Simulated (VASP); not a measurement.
P: single point with r2SCAN

P:

```xyz
2
Lattice="3.2667 0.0000 0.0000 -1.6333 2.8290 0.0000 0.0000 0.0000 3.2015" Properties=species:S:1:pos:R:3 pbc="T T T"
P     0.0000    1.8860    0.8004
P     1.6333    0.9430    2.4011
```

```json
{
 "Program": "VASP 6.6.1",
 "Task": "single point",
 "Functional": "r2SCAN",
 "Potentials or basis": "VASP PAW PBE potentials, release 64 (P)",
 "Cutoff": "520 eV",
 "k mesh": "6 × 6 × 6",
 "Occupations": "gaussian, width 0.1 eV",
 "Spin": "no spin polarisation"
}
```

```
Pressure               : -0.4 GPa
Band gap on the k mesh : zero (band 5 reaches 11.13 eV, above the bottom of band 6 at 5.19 eV)
```

Stress tensor (GPa, compression positive):
```
-0.26  0.00  0.00
 0.00 -0.26  0.00
 0.00  0.00 -0.57
```

Levels at points of the mesh, in eV from the Fermi level:
| k point | band 2 | band 3 | band 4 | band 5 | band 6 | band 7 | band 8 | band 9 |
| --- | --- | --- | --- | --- | --- | --- | --- | --- |
| (0.00, 0.00, 0.00) | -4.26 | -3.14 | -1.90 | -1.90 | 2.44 | 2.44 | 3.24 | 8.90 |
| (0.50, 0.00, 0.00) | -11.60 | -4.33 | -1.42 | -1.37 | 1.21 | 3.28 | 3.63 | 7.15 |
| (0.00, 0.00, 0.50) | -13.66 | 1.07 | 1.07 | 1.07 | 1.07 | 3.65 | 3.65 | 7.60 |
| (0.50, 0.00, 0.50) | -10.62 | -7.60 | -7.60 | -0.97 | -0.97 | 2.96 | 2.96 | 14.27 |

Wall time 19 s on 1 thread of Intel(R) Xeon(R) Platinum 8488C (Sapphire Rapids), on a shared host, peak memory 0.14 GiB.

Caveat: the k points lie up to 0.37 Å⁻¹ apart; the PAW data sets were made with another functional, which shifts forces and pressure a little.
